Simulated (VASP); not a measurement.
# H4C in VASP: further runs

Runs on H4C. Level: PBE+D3(BJ). Tasks: single point.

All numbers are computed with VASP 6.6.1; they aren't measurements. Logs are shortened: lines on timing, memory, paths and dates and some standing lists are left out, and cuts for length are marked.

**1. The cell of the first run**

The cell holds a disordered packing, 40 atoms: a = 7.958 Å, b = 7.958 Å, c = 7.958 Å, α = 90.00°, β = 90.00°, γ = 90.00°.

**2. Single point, PBE+D3(BJ)**

The input, INCAR:

```
SYSTEM = H4C
PREC = Accurate ; ENCUT = 520
EDIFF = 1E-6 ; ISMEAR = -1
SIGMA = 0.02 ; LREAL = Auto
LASPH = .TRUE. ; NELM = 80
ALGO = Normal ; ISIF = 2
LWAVE = .FALSE. ; LCHARG = .TRUE.
GGA = PE ; IVDW = 12
LELF = .TRUE. ; LVHAR = .TRUE.
NBANDS = 58
```

The input, KPOINTS:

```
Automatic mesh
0
G
  1 1 1
  0 0 0
```

The input, POSCAR:

```
H4C
1.0
    7.9581140000      0.0000000000      0.0000000000
    0.0000000000      7.9581140000      0.0000000000
    0.0000000000      0.0000000000      7.9581140000
C H
8 32
Direct
    0.9888065866      0.6402452737     -0.0218064170
    0.7626106309      0.0416559136      0.4390947522
    0.2698451809      0.3203858428      0.1504055157
    0.8473258302      0.0915505840      0.9096123138
    0.2310975933      0.0996101782      0.6116337134
    0.6958747155      0.4701432765      0.2978257572
    0.4330902280      0.8587964704      0.1342616097
    0.5559474701      0.6395331176      0.6966500707
    1.0137490997      0.5207482856     -0.0845169084
    0.9781347205      0.6189655216      0.1138517090
    0.8713824667      0.6937833109     -0.0691366794
    1.0920259456      0.7281659372     -0.0466713198
    0.7450097463      0.1388185291      0.5345720183
    0.7091946841     -0.0766231585      0.4830796380
    0.8969325558      0.0253084160      0.4142724649
    0.6992440918      0.0799638778      0.3234490524
    0.2916712205      0.4561567522      0.1571193904
    0.3059329576      0.2617299063      0.2696125914
    0.3457585196      0.2673166775      0.0481362028
    0.1362575610      0.2969643364      0.1263777139
    0.8269574510      0.2158008537      0.8552068055
    0.7714349701      0.0784926817      1.0233797012
    0.9805917527      0.0767201663      0.9422122771
    0.8111381281     -0.0050662219      0.8197873209
    0.1175952465      0.1746747482      0.6332466776
    0.2370539989     -0.0025333169      0.7032555592
    0.3425211164      0.1795805363      0.6245518093
    0.2282418942      0.0466492899      0.4842077628
    0.8004831345      0.5077253985      0.3796832376
    0.6005359398      0.4060761648      0.3731928699
    0.7417378824      0.3848512311      0.1996381023
    0.6405666764      0.5822619804      0.2396290707
    0.4691434122      0.9081160126      0.2575701542
    0.3485315013      0.7518131443      0.1505217810
    0.5459733907      0.8178666676      0.0670451057
    0.3703439601      0.9576152447      0.0623419950
    0.6808712203      0.6958016582      0.6842484672
    0.4882588197      0.6993124457      0.8001413671
    0.5693253303      0.5050955399      0.7220948137
    0.4861423696      0.6568898260      0.5794646328
```

Potentials or basis: VASP PAW PBE potentials, release 64 (C, H).

Launch:

```console
> cat potpaw_PBE.64/C/POTCAR potpaw_PBE.64/H/POTCAR > POTCAR
> mpirun -np 1 vasp_gam > vasp.out
```

OUTCAR:

```text
SYSTEM = H4C
   PREC = Accurate
   ENCUT = 520
   EDIFF = 1E-6
   ISMEAR = -1
   LREAL = Auto
   LASPH = .TRUE.
   NELM = 80
   ISIF = 2
   GGA = PE
   IVDW = 12
 IVDW          = 12

 ion  position               nearest neighbor table
   1  0.989  0.640  0.978-   9 1.09  11 1.09  10 1.10  12 1.10
   2  0.763  0.042  0.439-  14 1.09  16 1.09  13 1.09  15 1.09
   3  0.270  0.320  0.150-  18 1.10  17 1.10  20 1.10  19 1.10
   4  0.847  0.092  0.910-  24 1.09  21 1.09  22 1.09  23 1.10
   5  0.231  0.100  0.612-  26 1.09  27 1.10  25 1.10  28 1.10
   6  0.696  0.470  0.298-  30 1.09  32 1.10  31 1.10  29 1.10
   7  0.433  0.859  0.134-  34 1.09  36 1.09  35 1.10  33 1.10
   8  0.556  0.640  0.697-  38 1.09  39 1.09  40 1.09  37 1.09
   9  0.014  0.521  0.915-   1 1.09
  10  0.978  0.619  0.114-   1 1.10
  11  0.871  0.694  0.931-   1 1.09
  12  0.092  0.728  0.953-   1 1.10
  13  0.745  0.139  0.535-   2 1.09
  14  0.709  0.923  0.483-   2 1.09
[... 24 lines left out ...]
  39  0.569  0.505  0.722-   8 1.09
  40  0.486  0.657  0.579-   8 1.09

  LATTYP: Found a simple cubic cell.
 ALAT       =     7.9581140000

  Lattice vectors:

 A1 = (   7.9581140000,   0.0000000000,   0.0000000000)
 A2 = (   0.0000000000,   7.9581140000,   0.0000000000)
 A3 = (   0.0000000000,   0.0000000000,   7.9581140000)

Analysis of symmetry for initial positions (statically):
=====================================================================
 Subroutine PRICEL returns:
 Original cell was already a primitive cell.

 Routine SETGRP: Setting up the symmetry group for a
 simple cubic supercell.

 Subroutine GETGRP returns: Found  1 space group operations
 (whereof  1 operations were pure point group operations)
 out of a pool of 48 trial point group operations.

The static configuration has the point symmetry C_1 .

Analysis of symmetry for dynamics (positions and initial velocities):
=====================================================================
 Subroutine PRICEL returns:
 Original cell was already a primitive cell.

 Routine SETGRP: Setting up the symmetry group for a
 simple cubic supercell.

 Subroutine GETGRP returns: Found  1 space group operations
 (whereof  1 operations were pure point group operations)
 out of a pool of 48 trial point group operations.

The dynamic configuration has the point symmetry C_1 .

 Subroutine INISYM returns: Found  1 space group operations
 (whereof  1 operations are pure point group operations),
 and found     1 'primitive' translations

----------------------------------------------------------------------------------------

                                     Primitive cell

  volume of cell :     503.9999

  direct lattice vectors                    reciprocal lattice vectors
     7.958114000  0.000000000  0.000000000     0.125657913  0.000000000  0.000000000
     0.000000000  7.958114000  0.000000000     0.000000000  0.125657913  0.000000000
     0.000000000  0.000000000  7.958114000     0.000000000  0.000000000  0.125657913

  length of vectors
     7.958114000  7.958114000  7.958114000     0.125657913  0.125657913  0.125657913

  position of ions in fractional coordinates (direct lattice)
     0.988806587  0.640245274  0.978193583
     0.762610631  0.041655914  0.439094752
     0.269845181  0.320385843  0.150405516
     0.847325830  0.091550584  0.909612314
     0.231097593  0.099610178  0.611633713
     0.695874715  0.470143276  0.297825757
[... 32 lines left out ...]
     0.569325330  0.505095540  0.722094814
     0.486142370  0.656889826  0.579464633

  ion indices of the primitive-cell ions
   primitive index   ion index
                 1           1
                 2           2
                 3           3
                 4           4
                 5           5
                 6           6
[... 32 lines left out ...]
                39          39
                40          40

----------------------------------------------------------------------------------------

 KPOINTS: Automatic mesh

Automatic generation of k-mesh.
 Grid dimensions read from file:
 generate k-points for:    1    1    1

 Generating k-lattice:

  Cartesian coordinates                     Fractional coordinates (reciprocal lattice)
     0.125657913  0.000000000  0.000000000     1.000000000  0.000000000  0.000000000
     0.000000000  0.125657913  0.000000000     0.000000000  1.000000000  0.000000000
     0.000000000  0.000000000  0.125657913     0.000000000  0.000000000  1.000000000

  Length of vectors
     0.125657913  0.125657913  0.125657913

  Shift w.r.t. Gamma in fractional coordinates (k-lattice)
     0.000000000  0.000000000  0.000000000

 Subroutine IBZKPT returns following result:
 ===========================================

 Found      1 irreducible k-points:

 Following reciprocal coordinates:
            Coordinates               Weight
  0.000000  0.000000  0.000000      1.000000
   k-points           NKPTS =      1   k-points in BZ     NKDIM =      1   number of bands    NBANDS=     58
   number of dos      NEDOS =    301   number of ions     NIONS =     40
   total plane-waves  NPLWV = 216000
   dimension x,y,z NGX =    60 NGY =   60 NGZ =   60
   dimension x,y,z NGXF=   120 NGYF=  120 NGZF=  120
   ions per type =               8  32
   NGX,Y,Z   is equivalent  to a cutoff of  12.53, 12.53, 12.53 a.u.
   NGXF,Y,Z  is equivalent  to a cutoff of  25.07, 25.07, 25.07 a.u.
 SYSTEM =  H4C
   PREC   = accura    normal or accurate (medium, high low for compatibility)
   ISTART =      0    job   : 0-new  1-cont  2-samecut
   ICHARG =      2    charge: 1-file 2-atom 10-const
   ISPIN  =      1    spin polarized calculation?
   LNONCOLLINEAR =      F non collinear calculations
   LSORBIT =      F    spin-orbit coupling
   LASPH  =      T    aspherical Exc in radial PAW
   ENCUT  =  520.0 eV  38.22 Ry    6.18 a.u.  14.80 14.80 14.80*2*pi/ulx,y,z
   NELM   =     80;   NELMIN=  2; NELMDL= -5     # of ELM steps
   EDIFF  = 0.1E-05   stopping-criterion for ELM
   LREAL  =      T    real-space projection
   EDIFFG = 0.1E-04   stopping-criterion for IOM
   NSW    =      0    number of steps for IOM
   IBRION =     -1    ionic relax: 0-MD 1-quasi-New 2-CG
   NFREE  =      0    steps in history (QN), initial steepest desc. (CG)
   ISIF   =      2    stress and relaxation
   ISYM   =      2    0-nonsym 1-usesym 2-fastsym
   POTIM  = 0.5000    time-step for ionic-motion
   TEBEG  =    0.0;   TEEND  =   0.0 temperature during run
   PSTRESS=    0.0 pullay stress
   NELECT =      64.0000    total number of electrons
   NUPDOWN=      -1.0000    fix difference up-down
   EMIN   =  10.00;   EMAX   =-10.00  energy-range for DOS
   EFERMI =   0.00;   METHOD = LEGACY
   ISMEAR =    -1;   SIGMA  =   0.02  broadening in eV -4-tet -1-fermi 0-gaus
   EFERMI_NEDOS =   21; number of points for ismear=-14 and -15
   IALGO  =     38    algorithm
   IMIX   =      4    mixing-type and parameters
     AMIX     =   0.40;   BMIX     =  1.00
     AMIX_MAG =   1.60;   BMIX_MAG =  1.00
  volume/ion in A,a.u.               =      12.60        85.03
  Fermi-wavevector in a.u.,A,eV,Ry     =   0.822858  1.554975  9.212431  0.677095
  Thomas-Fermi vector in A             =   1.934266
   LORBIT       =      0    0 simple, 1 ext, 2 COOP (PROOUT), +10 PAW based schemes
   GGA     = PE    functional components
   LHFCALC =     F    Hartree Fock is set to
   AEXX    =    0.0000 exact exchange contribution
   IVDW    =    12    specifies the selected vdW correction
   LEPSILON=     F    determine dielectric tensor
   LRPA    =     F    only Hartree local field effects (RPA)
 non-spin polarized calculation
  energy-cutoff  :      520.00
  volume of cell :      504.00
 maximum number of plane-waves:      6759
 NGX is ok and might be reduce to    60
   NGX = 29   NGY = 29   NGZ = 29

 number of electron      64.0000000 magnetization

 Free energy of the ion-electron system (eV)
  ---------------------------------------------------
  ext. energy  EPLUGINS =         0.00000000
  ---------------------------------------------------
  free energy    TOTEN  =      -192.27259901 eV

  energy without entropy =     -192.27259901  energy(sigma->0) =     -192.27259901

 E-fermi :  -6.3257     XC(G=0):  -5.5158

 val. band max:       -6.8713069468   @ k =   0.0000   0.0000   0.0000
 cond. band min:       0.5183263741   @ k =   0.0000   0.0000   0.0000
 fundamental gap:      7.3896333209
 Fermi energy:        -6.3256770190

 k-point     1 :       0.0000    0.0000    0.0000
  band No.  band energies     occupation
      1     -15.2520      2.00000
      2     -15.0299      2.00000
      3     -14.9937      2.00000
      4     -14.9653      2.00000
      5     -14.9511      2.00000
      6     -14.9005      2.00000
[... 36 lines left out ...]
     43       3.6879      0.00000
     44       3.7808      0.00000
 [bands above 44 left out]

------------------------ aborting loop because EDIFF is reached ----------------------------------------

 Edisp (eV)   -1.03428

 E8    (eV) :    -0.2123

  FORCE on cell =-STRESS in cart. coord.  units (eV):
  Direction    XX          YY          ZZ          XY          YZ          ZX
  --------------------------------------------------------------------------------------
  -------------------------------------------------------------------------------------
  Total      -0.59781     0.23849     0.02469     0.07363    -0.18603     0.12836
  in kB      -1.90039     0.75814     0.07848     0.23406    -0.59136     0.40805
  external pressure =       -0.35 kB  Pullay stress =        0.00 kB

 VOLUME and BASIS-vectors are now :
 -----------------------------------------------------------------------------
  energy-cutoff  :      520.00
  volume of cell :      504.00
      direct lattice vectors                 reciprocal lattice vectors
     7.958114000  0.000000000  0.000000000     0.125657913  0.000000000  0.000000000
     0.000000000  7.958114000  0.000000000     0.000000000  0.125657913  0.000000000
     0.000000000  0.000000000  7.958114000     0.000000000  0.000000000  0.125657913

 POSITION                                       TOTAL-FORCE (eV/Angst)
 -----------------------------------------------------------------------------------
      7.86904      5.09514      7.78458         0.042725      0.117008      0.054181
      6.06894      0.33150      3.49437         0.034623      0.070760     -0.081469
      2.14746      2.54967      1.19694         0.016199      0.015462     -0.021209
      6.74312      0.72857      7.23880         0.135388      0.019421      0.230459
      1.83910      0.79271      4.86745         0.015415      0.066805     -0.126428
      5.53785      3.74145      2.37013         0.037493      0.072973     -0.042155
[... 32 lines left out ...]
      4.53076      4.01961      5.74651         0.001662     -0.072795      0.025629
      3.86878      5.22760      4.61145        -0.020111      0.013411     -0.034091
 -----------------------------------------------------------------------------------
    total drift:                               -0.012482      0.010982     -0.013647

  FREE ENERGIE OF THE ION-ELECTRON SYSTEM (eV)
  ---------------------------------------------------
  free  energy   TOTEN  =      -193.3068779348 eV

  energy  without entropy=     -193.3068779348  energy(sigma->0) =     -193.30687793
```

Wall time 90 s (1 thread of Intel Xeon Platinum 8559C (Emerald Rapids), shared host); peak memory 0.45 GiB.

What came out:

| Property | Result |
| --- | --- |
| Free energy | -193.3069 eV |
| Pressure | 0.0 GPa |
| Largest force | 0.268 eV/Å |
| Band gap on the k mesh | 7.39 eV |
| Dispersion energy per atom | -0.026 eV |

Forces in eV/Å, atoms in the order of the input:
```
C    0.043  0.117  0.054
C    0.035  0.071 -0.081
C    0.016  0.015 -0.021
C    0.135  0.019  0.230
C    0.015  0.067 -0.126
C    0.037  0.073 -0.042
C    0.079  0.015  0.045
C    0.000 -0.005 -0.041
H    0.038 -0.077 -0.050
H    0.002  0.017 -0.037
H   -0.041  0.005  0.005
H   -0.023 -0.042 -0.004
H   -0.001  0.027  0.037
H   -0.045 -0.126  0.067
H    0.018 -0.007 -0.001
H   -0.007  0.010 -0.017
H   -0.013 -0.054  0.013
H    0.012  0.016 -0.020
H   -0.047  0.028  0.042
H    0.033 -0.011 -0.008
H   -0.022  0.117 -0.071
H   -0.025  0.007  0.044
H   -0.080  0.004 -0.030
H   -0.022 -0.107 -0.143
H    0.038 -0.034 -0.015
H    0.000 -0.071  0.068
H    0.007  0.010  0.024
H   -0.024  0.013  0.073
H   -0.034 -0.032 -0.063
H   -0.038 -0.020  0.013
H   -0.007  0.053  0.040
H    0.050 -0.073  0.030
H   -0.021 -0.011 -0.012
H   -0.058 -0.035  0.004
H    0.014  0.013  0.003
H   -0.036  0.025 -0.043
H    0.021  0.013 -0.005
H   -0.032  0.030  0.049
H    0.002 -0.073  0.026
H   -0.020  0.013 -0.034
```

Stress tensor (GPa, compression positive):
```
-0.19  0.02  0.04
 0.02  0.08 -0.06
 0.04 -0.06  0.01
```

Levels at points of the mesh, in eV from the valence-band top:
```
           k point  band 30  band 31  band 32  band 33  band 34  band 35
(0.00, 0.00, 0.00)    -0.05    -0.03     0.00     7.39     9.31     9.53
```

Caveat: the k points lie up to 0.79 Å⁻¹ apart.

[end of part 1 of 2]
